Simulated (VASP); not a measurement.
Input of a VASP 6.6.1 run:

The input INCAR:

```
  ALGO = Normal
  EDIFF = 1E-6
  EDIFFG = -0.008
  ENCUT = 600
  GGA = PS
  IBRION = 2
  ISIF = 3
  ISMEAR = 0
  LASPH = True
  LCHARG = False
  LREAL = False
  LWAVE = False
  NELM = 100
  NSW = 70
  PREC = Accurate
  PSTRESS = 20.0
  SIGMA = 0.02
```

The input KPOINTS:

```
k-points
0
Gamma
  12 12 6
```

POSCAR

```
ZnS
1.0
    3.7579385537      0.0000000000      0.0000000000
   -1.8789692768      3.2544702534      0.0000000000
    0.0000000000      0.0000000000      6.1677392339
Zn S
2 2
Direct
    0.3333333333      0.6666666667      0.0003726397
    0.6666666667      0.3333333333      0.5003726397
    0.3333333333      0.6666666667      0.3746273603
    0.6666666667      0.3333333333      0.8746273603
```

Potentials or basis: VASP PAW PBE potentials, release 64 (Zn, S).

Launch:

```bash
$ cat potpaw_PBE.64/Zn/POTCAR potpaw_PBE.64/S/POTCAR > POTCAR
$ mpirun -np 1 vasp_std > vasp.out
```

(1) Estimate the band gap on the k mesh.

(2) Estimate the relaxed cell.

Results:

(1) 2.26 eV.

(2) a = 3.755 Å, b = 3.755 Å, c = 6.163 Å, α = 90.00°, β = 90.00°, γ = 120.00°.

Caveat: the cell is relaxed towards a set pressure, so the run minimises the enthalpy, not the energy.
